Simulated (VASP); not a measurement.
# KF (Pm-3m) in VASP: a series of runs, part 2 of 2

VASP 6.6.1. Earlier steps stand in the parts before.

**3. Single point, PBE**

File INCAR:

```
SYSTEM = KF
PREC     = Accurate       ! precision mode
ENCUT    = 600            ! plane-wave cutoff, eV
EDIFF    = 1E-6           ! SCF threshold, eV
ISMEAR   = 0              ! smearing method
SIGMA    = 0.01           ! smearing width, eV
LREAL    = .FALSE.        ! projectors in reciprocal space
LASPH    = .TRUE.         ! aspherical terms in the spheres
NELM     = 120            ! most SCF steps
ALGO     = Normal         ! electronic algorithm
ISIF     = 2              ! what is computed and relaxed
LWAVE    = .FALSE.        ! write WAVECAR
LCHARG   = .TRUE.         ! write CHGCAR
GGA      = PE             ! functional
LELF     = .TRUE.         ! ELF
LVHAR    = .TRUE.       
NBANDS   = 15             ! bands
GGA_COMPAT= .FALSE.
```

File KPOINTS:

```
regular mesh
0
G
  6 6 6
  0 0 0
```

File POSCAR:

```
KF
1.0
    3.1788707423      0.0000000000      0.0000000000
    0.0000000000      3.1788707423      0.0000000000
    0.0000000000      0.0000000000      3.1788707423
K F
1 1
Direct
    0.0000000000      0.0000000000      0.0000000000
    0.5000000000      0.5000000000      0.5000000000
```

Potentials or basis: VASP PAW PBE potentials, release 64 (K_sv, F).

Launch:

```
cat potpaw_PBE.64/K_sv/POTCAR potpaw_PBE.64/F/POTCAR > POTCAR
mpirun -np 1 vasp_std > vasp.out
```

OUTCAR:

```text
SYSTEM = KF
   PREC = Accurate
   ENCUT = 600
   EDIFF = 1E-6
   ISMEAR = 0
   LREAL = .FALSE.
   LASPH = .TRUE.
   NELM = 120
   ISIF = 2
   GGA = PE

 ion  position               nearest neighbor table
   1  0.000  0.000  0.000-   2 2.75   2 2.75   2 2.75   2 2.75   2 2.75   2 2.75   2 2.75   2 2.75

   2  0.500  0.500  0.500-   1 2.75   1 2.75   1 2.75   1 2.75   1 2.75   1 2.75   1 2.75   1 2.75

  LATTYP: Found a simple cubic cell.
 ALAT       =     3.1788707423

  Lattice vectors:

 A1 = (   3.1788707423,   0.0000000000,   0.0000000000)
 A2 = (   0.0000000000,   3.1788707423,   0.0000000000)
 A3 = (   0.0000000000,   0.0000000000,   3.1788707423)

Analysis of symmetry for initial positions (statically):
=====================================================================
 Subroutine PRICEL returns:
 Original cell was already a primitive cell.

 Routine SETGRP: Setting up the symmetry group for a
 simple cubic supercell.

 Subroutine GETGRP returns: Found 48 space group operations
 (whereof 48 operations were pure point group operations)
 out of a pool of 48 trial point group operations.

The static configuration has the point symmetry O_h .

[... 170 lines left out ...]
      6      -1.8319      2.00000
      7      -1.8319      2.00000
      8      -1.8319      2.00000
      9       5.0039      0.00000
     10       6.5815      0.00000
     11       6.5815      0.00000
     12      12.4920      0.00000
     13      12.4920      0.00000
     14      12.4920      0.00000
[... 329 lines left out ...]
      2     -20.5716      2.00000
      3     -12.2634      2.00000
      4     -12.2634      2.00000
      5     -12.2634      2.00000
      6      -2.9630      2.00000
      7      -2.9630      2.00000
      8      -2.9630      2.00000
      9       8.9880      0.00000
     10       8.9880      0.00000
     11       8.9880      0.00000
     12      14.2778      0.00000
     13      14.2778      0.00000
     14      14.2778      0.00000
     15      14.3338      0.00000

------------------------ aborting loop because EDIFF is reached ----------------------------------------

  FORCE on cell =-STRESS in cart. coord.  units (eV):
  Direction    XX          YY          ZZ          XY          YZ          ZX
  --------------------------------------------------------------------------------------
  -------------------------------------------------------------------------------------
  Total        0.5916397      0.5916397      0.5916397      0.0000000      0.0000000      0.0000000
  in kB       29.5086456     29.5086456     29.5086456      0.0000000      0.0000000      0.0000000
  external PRESSURE =      29.5086456 kB  Pullay stress =       0.0000000 kB

 VOLUME and BASIS-vectors are now :
 -----------------------------------------------------------------------------
  energy-cutoff  :      600.00
  volume of cell :       32.12
      direct lattice vectors                 reciprocal lattice vectors
     3.178870742  0.000000000  0.000000000     0.314577119  0.000000000  0.000000000
     0.000000000  3.178870742  0.000000000     0.000000000  0.314577119  0.000000000
     0.000000000  0.000000000  3.178870742     0.000000000  0.000000000  0.314577119

 POSITION                                       TOTAL-FORCE (eV/Angst)
 -----------------------------------------------------------------------------------
      0.00000      0.00000      0.00000         0.000000      0.000000      0.000000
      1.58944      1.58944      1.58944         0.000000      0.000000      0.000000
 -----------------------------------------------------------------------------------
    total drift:                                0.000000      0.000000      0.000000

  FREE ENERGIE OF THE ION-ELECTRON SYSTEM (eV)
  ---------------------------------------------------
  free  energy   TOTEN  =        -8.0703457214 eV

  energy  without entropy=       -8.0703457214  energy(sigma->0) =       -8.07034572
```

stdout:

```text
POSCAR found type information on POSCAR K F
 POSCAR found :  2 types and       2 ions
 scaLAPACK will be used
 LDA part: xc-table for (Slater+PW92), standard interpolation
 POSCAR, INCAR and KPOINTS ok, starting setup
 FFT: planning ... GRIDC
 FFT: planning ... GRID_SOFT
 FFT: planning ... GRID
 WAVECAR not read
 entering main loop
```

It took 9.6 s on 1 thread of Intel Xeon Platinum 8559C (Emerald Rapids), shared host; peak memory 0.15 GiB.

Results:

- Free energy: -8.0703 eV
- Pressure: 3.0 GPa
- Band gap on the k mesh: 6.80 eV (least direct gap 6.84 eV)

Levels at points of the mesh, in eV from the valence-band top:
```tsv
k point	band 5	band 6	band 7	band 8	band 9	band 10	band 11	band 12
(0.00, 0.00, 0.00)	-9.79	-0.04	-0.04	-0.04	6.80	8.38	8.38	14.29
(0.50, 0.00, 0.00)	-9.65	-1.33	-0.19	-0.19	9.44	9.85	11.62	12.81
(0.50, 0.50, 0.00)	-9.55	-0.63	-0.63	0.00	8.67	9.24	12.17	12.17
(0.50, 0.50, 0.50)	-10.47	-1.17	-1.17	-1.17	10.78	10.78	10.78	16.07
```

Caveat: the structure was generated, so it needn't be the stable form of KF. A k mesh can miss the band edges.

**4. Single point, PBE**

File INCAR:

```
ALGO = Normal ; EDIFF = 1E-6
ENCUT = 600 ; GGA = PE
GGA_COMPAT = False ; ISIF = 2
ISMEAR = 0 ; LASPH = True
LCHARG = True ; LELF = True
LREAL = False ; LVHAR = True
LWAVE = False ; NBANDS = 15
NELM = 120 ; PREC = Accurate
SIGMA = 0.01
```

File KPOINTS:

```
k-points
0
Gamma
  6 6 6
```

POSCAR is that of step 3.

Launch:

```
cat potpaw_PBE.64/K_sv/POTCAR potpaw_PBE.64/F/POTCAR > POTCAR
mpirun -np 1 vasp_std > vasp.out
```

Run time: 10 s. Hardware: 1 thread of Intel Xeon Platinum 8559C (Emerald Rapids), shared host; peak memory 0.16 GiB.

Results (log left out):

```
Free energy            : -8.0703 eV
Pressure               : 3.0 GPa
Band gap on the k mesh : 6.80 eV (least direct gap 6.84 eV)
```

Levels at points of the mesh, in eV from the valence-band top:
| k point | band 4 | band 5 | band 6 | band 7 | band 8 | band 9 | band 10 | band 11 | band 12 | band 13 |
| --- | --- | --- | --- | --- | --- | --- | --- | --- | --- | --- |
| (0.00, 0.00, 0.00) | -9.79 | -9.79 | -0.04 | -0.04 | -0.04 | 6.80 | 8.38 | 8.38 | 14.29 | 14.29 |
| (0.50, 0.00, 0.00) | -9.65 | -9.65 | -1.33 | -0.19 | -0.19 | 9.44 | 9.85 | 11.62 | 12.81 | 12.81 |
| (0.50, 0.50, 0.00) | -10.72 | -9.55 | -0.63 | -0.63 | 0.00 | 8.67 | 9.24 | 12.17 | 12.17 | 15.12 |
| (0.50, 0.50, 0.50) | -10.47 | -10.47 | -1.17 | -1.17 | -1.17 | 10.78 | 10.78 | 10.78 | 16.07 | 16.07 |

Caveat: the structure was generated, so it needn't be the stable form of KF. A k mesh can miss the band edges.
